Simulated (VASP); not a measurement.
# Al2BN3 (P6_3/mmc) in VASP: notebook

Runs on Al2BN3. Level: PBE. Tasks: single point.

All numbers are computed with VASP 6.6.1; they aren't measurements. Logs are shortened: lines on timing, memory, paths and dates and some standing lists are left out, and cuts for length are marked.

## (1) The cell of the first run

The structure is hexagonal, space group P6_3/mmc (No. 194). Conventional cell: a = 2.633 Å, b = 2.633 Å, c = 23.264 Å, α = 90.00°, β = 90.00°, γ = 120.00°. Within 2.0 Å of Al (site symmetry 3m) lie 3 N at 1.52 Å. Within 2.0 Å of B (site symmetry -6m2) lie 3 N at 1.52 Å. Within 2.0 Å of N (site symmetry 3m) lie 3 Al at 1.52 Å. N (site symmetry -6m2) has 3 B at 1.52 Å within 2.0 Å.

## (2) Single point, PBE

INCAR

```
SYSTEM = Al2BN3
PREC = Accurate ; ENCUT = 520
EDIFF = 1E-6 ; ISMEAR = 0
SIGMA = 0.1 ; LREAL = .False.
LASPH = .True. ; NELM = 80
ALGO = Normal ; ISIF = 2
LWAVE = .False. ; LCHARG = .False.
GGA = PE ; NBANDS = 36
```

KPOINTS

```
Automatic mesh
0
Gamma
  6 6 1
  0 0 0
```

POSCAR

```
Al2BN3
1.0
    2.6325030900      0.0000000000      0.0000000000
   -1.3162515500      2.2798145500      0.0000000000
    0.0000000000      0.0000000000     23.2644528600
Al B N
4 2 6
Direct
    0.6666666700      0.3333333300      0.0833333300
    0.6666666700      0.3333333300      0.4166666700
    0.3333333300      0.6666666700      0.9166666700
    0.3333333300      0.6666666700      0.5833333300
    0.6666666700      0.3333333300      0.7500000000
    0.3333333300      0.6666666700      0.2500000000
    0.0000000000      0.0000000000      0.0833333300
    0.0000000000      0.0000000000      0.4166666700
    0.0000000000      0.0000000000      0.7500000000
    0.0000000000      0.0000000000      0.9166666700
    0.0000000000      0.0000000000      0.2500000000
    0.0000000000      0.0000000000      0.5833333300
```

Potentials or basis: VASP PAW PBE potentials, release 64 (Al, B, N).

On the command line:

```sh
$ cat potpaw_PBE.64/Al/POTCAR potpaw_PBE.64/B/POTCAR potpaw_PBE.64/N/POTCAR > POTCAR
$ mpirun -np 1 vasp_std > vasp.out
```

OUTCAR:

```text
SYSTEM = Al2BN3
   PREC = Accurate
   ENCUT = 520
   EDIFF = 1E-6
   ISMEAR = 0
   LREAL = .False.
   LASPH = .True.
   NELM = 80
   ISIF = 2
   GGA = PE

 ion  position               nearest neighbor table
   1  0.667  0.333  0.083-   7 1.52   7 1.52   7 1.52
   2  0.667  0.333  0.417-   8 1.52   8 1.52   8 1.52
   3  0.333  0.667  0.917-  10 1.52  10 1.52  10 1.52
   4  0.333  0.667  0.583-  12 1.52  12 1.52  12 1.52
   5  0.667  0.333  0.750-   9 1.52   9 1.52   9 1.52
   6  0.333  0.667  0.250-  11 1.52  11 1.52  11 1.52
   7  0.000  0.000  0.083-   1 1.52   1 1.52   1 1.52
   8  0.000  0.000  0.417-   2 1.52   2 1.52   2 1.52
   9  0.000  0.000  0.750-   5 1.52   5 1.52   5 1.52
  10  0.000  0.000  0.917-   3 1.52   3 1.52   3 1.52
  11  0.000  0.000  0.250-   6 1.52   6 1.52   6 1.52
  12  0.000  0.000  0.583-   4 1.52   4 1.52   4 1.52

  LATTYP: Found a hexagonal cell.
 ALAT       =     2.6325030900
 C/A-ratio  =     8.8373886239

  Lattice vectors:

 A1 = (   2.6325030900,   0.0000000000,   0.0000000000)
 A2 = (  -1.3162515500,   2.2798145500,   0.0000000000)
 A3 = (   0.0000000000,   0.0000000000,  23.2644528600)

Analysis of symmetry for initial positions (statically):
=====================================================================
 Subroutine PRICEL returns:
 Original cell was already a primitive cell.

 Routine SETGRP: Setting up the symmetry group for a
 hexagonal supercell.

 Subroutine GETGRP returns: Found 24 space group operations
 (whereof 12 operations were pure point group operations)
 out of a pool of 24 trial point group operations.

The static configuration has the point symmetry D_3d.
 The point group associated with its full space group is D_6h.

Analysis of symmetry for dynamics (positions and initial velocities):
=====================================================================
 Subroutine PRICEL returns:
 Original cell was already a primitive cell.

 Routine SETGRP: Setting up the symmetry group for a
 hexagonal supercell.

 Subroutine GETGRP returns: Found 24 space group operations
 (whereof 12 operations were pure point group operations)
 out of a pool of 24 trial point group operations.

The dynamic configuration has the point symmetry D_3d.
 The point group associated with its full space group is D_6h.

 Subroutine INISYM returns: Found 24 space group operations
 (whereof 12 operations are pure point group operations),
 and found     1 'primitive' translations

----------------------------------------------------------------------------------------

                                     Primitive cell

  volume of cell :     139.6244

  direct lattice vectors                    reciprocal lattice vectors
     2.632503090  0.000000000  0.000000000     0.379866601  0.219316085  0.000000000
    -1.316251550  2.279814550  0.000000000     0.000000000  0.438632169  0.000000000
     0.000000000  0.000000000 23.264452860     0.000000000  0.000000000  0.042984033

  length of vectors
     2.632503090  2.632503091 23.264452860     0.438632169  0.438632169  0.042984033

  position of ions in fractional coordinates (direct lattice)
     0.666666670  0.333333330  0.083333330
     0.666666670  0.333333330  0.416666670
     0.333333330  0.666666670  0.916666670
     0.333333330  0.666666670  0.583333330
     0.666666670  0.333333330  0.750000000
     0.333333330  0.666666670  0.250000000
     0.000000000  0.000000000  0.083333330
     0.000000000  0.000000000  0.416666670
     0.000000000  0.000000000  0.750000000
     0.000000000  0.000000000  0.916666670
     0.000000000  0.000000000  0.250000000
     0.000000000  0.000000000  0.583333330

  ion indices of the primitive-cell ions
   primitive index   ion index
                 1           1
                 2           2
                 3           3
                 4           4
                 5           5
                 6           6
                 7           7
                 8           8
                 9           9
                10          10
                11          11
                12          12

----------------------------------------------------------------------------------------

 KPOINTS: Automatic mesh

Automatic generation of k-mesh.
 Grid dimensions read from file:
 generate k-points for:    6    6    1

 Generating k-lattice:

  Cartesian coordinates                     Fractional coordinates (reciprocal lattice)
     0.063311100  0.036552681  0.000000000     0.166666667 -0.000000000  0.000000000
     0.000000000  0.073105361  0.000000000     0.000000000  0.166666667  0.000000000
     0.000000000  0.000000000  0.042984033     0.000000000  0.000000000  1.000000000

  Length of vectors
     0.073105361  0.073105361  0.042984033

  Shift w.r.t. Gamma in fractional coordinates (k-lattice)
     0.000000000  0.000000000  0.000000000

 Subroutine IBZKPT returns following result:
 ===========================================

 Found      7 irreducible k-points:

 Following reciprocal coordinates:
            Coordinates               Weight
  0.000000  0.000000  0.000000      1.000000
  0.166667  0.000000  0.000000      6.000000
  0.333333  0.000000  0.000000      6.000000
  0.500000  0.000000  0.000000      3.000000
  0.166667  0.166667  0.000000      6.000000
  0.333333  0.166667  0.000000     12.000000
  0.333333  0.333333  0.000000      2.000000
   k-points           NKPTS =      7   k-points in BZ     NKDIM =      7   number of bands    NBANDS=     36
   number of dos      NEDOS =    301   number of ions     NIONS =     12
   total plane-waves  NPLWV =  72000
   dimension x,y,z NGX =    20 NGY =   20 NGZ =  180
   dimension x,y,z NGXF=    40 NGYF=   40 NGZF=  360
   ions per type =               4   2   6
   NGX,Y,Z   is equivalent  to a cutoff of  12.63, 12.63, 12.86 a.u.
   NGXF,Y,Z  is equivalent  to a cutoff of  25.26, 25.26, 25.73 a.u.
 SYSTEM =  Al2BN3
   PREC   = accura    normal or accurate (medium, high low for compatibility)
   ISTART =      0    job   : 0-new  1-cont  2-samecut
   ICHARG =      2    charge: 1-file 2-atom 10-const
   ISPIN  =      1    spin polarized calculation?
   LNONCOLLINEAR =      F non collinear calculations
   LSORBIT =      F    spin-orbit coupling
   LASPH  =      T    aspherical Exc in radial PAW
   ENCUT  =  520.0 eV  38.22 Ry    6.18 a.u.   4.89  4.89 43.26*2*pi/ulx,y,z
   NELM   =     80;   NELMIN=  2; NELMDL= -5     # of ELM steps
   EDIFF  = 0.1E-05   stopping-criterion for ELM
   LREAL  =      F    real-space projection
   EDIFFG = 0.1E-04   stopping-criterion for IOM
   NSW    =      0    number of steps for IOM
   IBRION =     -1    ionic relax: 0-MD 1-quasi-New 2-CG
   NFREE  =      0    steps in history (QN), initial steepest desc. (CG)
   ISIF   =      2    stress and relaxation
   ISYM   =      2    0-nonsym 1-usesym 2-fastsym
   POTIM  = 0.5000    time-step for ionic-motion
   TEBEG  =    0.0;   TEEND  =   0.0 temperature during run
   PSTRESS=    0.0 pullay stress
   NELECT =      48.0000    total number of electrons
   NUPDOWN=      -1.0000    fix difference up-down
   EMIN   =  10.00;   EMAX   =-10.00  energy-range for DOS
   EFERMI =   0.00;   METHOD = LEGACY
   ISMEAR =     0;   SIGMA  =   0.10  broadening in eV -4-tet -1-fermi 0-gaus
   EFERMI_NEDOS =   21; number of points for ismear=-14 and -15
   IALGO  =     38    algorithm
   IMIX   =      4    mixing-type and parameters
     AMIX     =   0.40;   BMIX     =  1.00
     AMIX_MAG =   1.60;   BMIX_MAG =  1.00
  volume/ion in A,a.u.               =      11.64        78.52
  Fermi-wavevector in a.u.,A,eV,Ry     =   1.146836  2.167207 17.894843  1.315234
  Thomas-Fermi vector in A             =   2.283519
   LORBIT       =      0    0 simple, 1 ext, 2 COOP (PROOUT), +10 PAW based schemes
   GGA     = PE    functional components
   LHFCALC =     F    Hartree Fock is set to
   AEXX    =    0.0000 exact exchange contribution
   IVDW    =     0    specifies the selected vdW correction
   LEPSILON=     F    determine dielectric tensor
   LRPA    =     F    only Hartree local field effects (RPA)
 non-spin polarized calculation
 Gauss-broadening in eV      SIGMA  =   0.10
  energy-cutoff  :      520.00
  volume of cell :      139.62
 maximum number of plane-waves:      3831
 NGX is ok and might be reduce to    20
   NGX =  9   NGY =  9   NGZ = 87

 number of electron      48.0000003 magnetization

 Free energy of the ion-electron system (eV)
  ---------------------------------------------------
  ext. energy  EPLUGINS =         0.00000000
  ---------------------------------------------------
  free energy    TOTEN  =       -72.24452030 eV

  energy without entropy =      -72.24452030  energy(sigma->0) =      -72.24452030

 E-fermi :   3.5163     XC(G=0):  -9.2649

 val. band max:        3.0437802716   @ k =   0.0000   0.0000   0.0000
 cond. band min:       5.9999766008   @ k =   0.0000   0.0000   0.0000
 fundamental gap:      2.9561963292
 Fermi energy:         3.5162792567

 k-point     1 :       0.0000    0.0000    0.0000
  band No.  band energies     occupation
      1     -14.6676      2.00000
      2     -14.6676      2.00000
      3     -12.2045      2.00000
      4     -12.2035      2.00000
      5     -12.1368      2.00000
      6     -12.1357      2.00000
[... 28 lines left out ...]
     35      12.5399      0.00000
     36      12.6717      0.00000

 k-point     2 :       0.1667    0.0000    0.0000
  band No.  band energies     occupation
      1     -14.1993      2.00000
      2     -14.1992      2.00000
      3     -11.6827      2.00000
      4     -11.6817      2.00000
      5     -11.6194      2.00000
      6     -11.6184      2.00000
[... 187 lines left out ...]
 k-point     7 :       0.3333    0.3333    0.0000
  band No.  band energies     occupation
      1     -11.5434      2.00000
      2     -11.5434      2.00000
      3      -9.0685      2.00000
      4      -9.0683      2.00000
      5      -9.0399      2.00000
      6      -9.0397      2.00000
[... 28 lines left out ...]
     35      13.7307      0.00000
     36      13.7309      0.00000

------------------------ aborting loop because EDIFF is reached ----------------------------------------

  FORCE on cell =-STRESS in cart. coord.  units (eV):
  Direction    XX          YY          ZZ          XY          YZ          ZX
  --------------------------------------------------------------------------------------
  -------------------------------------------------------------------------------------
  Total      109.5663944    109.5663942      0.8432334     -0.0000002      0.0000000     -0.0000000
  in kB     1257.2646318   1257.2646302      9.6760277     -0.0000028      0.0000000     -0.0000000
  external PRESSURE =     841.4017633 kB  Pullay stress =       0.0000000 kB

 VOLUME and BASIS-vectors are now :
 -----------------------------------------------------------------------------
  energy-cutoff  :      520.00
  volume of cell :      139.62
      direct lattice vectors                 reciprocal lattice vectors
     2.632503090  0.000000000  0.000000000     0.379866601  0.219316085  0.000000000
    -1.316251550  2.279814550  0.000000000     0.000000000  0.438632169  0.000000000
     0.000000000  0.000000000 23.264452860     0.000000000  0.000000000  0.042984033

 POSITION                                       TOTAL-FORCE (eV/Angst)
 -----------------------------------------------------------------------------------
      1.31625      0.75994      1.93870        -0.000000      0.000000     -0.029393
      1.31625      0.75994      9.69352         0.000000      0.000000      0.029393
     -0.00000      1.51988     21.32575        -0.000000      0.000000      0.029393
     -0.00000      1.51988     13.57093        -0.000000      0.000000     -0.029393
      1.31625      0.75994     17.44834         0.000000     -0.000000      0.000000
     -0.00000      1.51988      5.81611        -0.000000      0.000000      0.000000
      0.00000      0.00000      1.93870         0.000000     -0.000000      0.026182
      0.00000      0.00000      9.69352         0.000000     -0.000000     -0.026182
      0.00000      0.00000     17.44834        -0.000000      0.000000      0.000000
      0.00000      0.00000     21.32575        -0.000000     -0.000000     -0.026182
      0.00000      0.00000      5.81611         0.000000     -0.000000      0.000000
      0.00000      0.00000     13.57093        -0.000000      0.000000      0.026182
 -----------------------------------------------------------------------------------
    total drift:                               -0.000005      0.000003     -0.000000

  FREE ENERGIE OF THE ION-ELECTRON SYSTEM (eV)
  ---------------------------------------------------
  free  energy   TOTEN  =       -72.2445202996 eV

  energy  without entropy=      -72.2445202996  energy(sigma->0) =      -72.24452030
```

Run time: 29 s. Hardware: 1 thread of Intel Xeon 6975P-C (Granite Rapids), shared host; peak memory 0.25 GiB.

Results:

| Property | Result |
| --- | --- |
| Free energy | -72.2445 eV |
| Pressure | 84.1 GPa |
| Largest force | 0.029 eV/Å |
| Band gap on the k mesh | 2.96 eV |

Forces in eV/Å, atoms in the order of the input:
```
Al   0.000  0.000 -0.029
Al   0.000  0.000  0.029
Al   0.000  0.000  0.029
Al   0.000  0.000 -0.029
B    0.000  0.000  0.000
B    0.000  0.000  0.000
N    0.000  0.000  0.026
N    0.000  0.000 -0.026
N    0.000  0.000  0.000
N    0.000  0.000 -0.026
N    0.000  0.000  0.000
N    0.000  0.000  0.026
```

Stress tensor (GPa, compression positive):
```
125.73   0.00   0.00
  0.00 125.73   0.00
  0.00   0.00   0.97
```

Caveat: the k points lie up to 0.46 Å⁻¹ apart; an odd mesh through Γ misses points on the zone boundary, where band edges can lie.

## (3) Single point, PBE

This run uses another cell than the first one, of 16.52 Å³/atom.

INCAR

```
ALGO     = Normal         # electronic algorithm
EDIFF    = 1E-6           # SCF threshold, eV
ENCUT    = 520            # plane-wave cutoff, eV
GGA      = PE             # functional
ISIF     = 2              # what is computed and relaxed
ISMEAR   = 0              # smearing method
LASPH    = T              # aspherical terms in the spheres
LCHARG   = F              # write CHGCAR
LREAL    = F              # projectors in reciprocal space
LWAVE    = F              # write WAVECAR
NBANDS   = 36             # bands
NELM     = 60             # most SCF steps
PREC     = Accurate       # precision mode
SIGMA    = 0.1            # smearing width, eV
```

KPOINTS

```
k-points
0
Gamma
  6 6 1
```

POSCAR

```
Al2BN3
1.0
    2.9693205420      0.0000000033      0.0000000000
   -1.4846602738      2.5715070197      0.0000000000
    0.0000000000      0.0000000000     25.9562765475
Al B N
4 2 6
Direct
    0.6666666667      0.3333333333      0.0822063425
    0.6666666667      0.3333333333      0.4177936575
    0.3333333333      0.6666666667      0.9177936575
    0.3333333333      0.6666666667      0.5822063425
    0.6666666667      0.3333333333      0.7500000000
    0.3333333333      0.6666666667      0.2500000000
    0.0000000000      0.0000000000      0.0823748800
    0.0000000000      0.0000000000      0.4176251200
    0.0000000000      0.0000000000      0.7500000000
    0.0000000000      0.0000000000      0.9176251200
    0.0000000000      0.0000000000      0.2500000000
    0.0000000000      0.0000000000      0.5823748800
```

Potentials or basis: VASP PAW PBE potentials, release 64 (Al, B, N).

On the command line:

```sh
$ cat potpaw_PBE.64/Al/POTCAR potpaw_PBE.64/B/POTCAR potpaw_PBE.64/N/POTCAR > POTCAR
$ mpirun -np 1 vasp_std > vasp.out
```

Run time: 43 s. Hardware: 1 thread of Intel Xeon 6975P-C (Granite Rapids), shared host; peak memory 0.32 GiB.

It converged, with:

* Free energy: -84.2745 eV
* Pressure: 0.1 GPa
* Band gap on the k mesh: 2.19 eV (least direct gap 2.34 eV)

Stress tensor (GPa, compression positive):
```
0.06 0.00 0.00
0.00 0.06 0.00
0.00 0.00 0.16
```

Levels at points of the mesh, in eV from the valence-band top:
| k point | band 22 | band 23 | band 24 | band 25 | band 26 | band 27 |
| --- | --- | --- | --- | --- | --- | --- |
| (0.00, 0.00, 0.00) | -0.61 | -0.61 | -0.61 | 2.19 | 2.45 | 2.96 |
| (0.50, 0.00, 0.00) | -0.54 | -0.32 | -0.31 | 2.59 | 2.59 | 4.11 |

Caveat: an odd mesh through Γ misses points on the zone boundary, where band edges can lie.
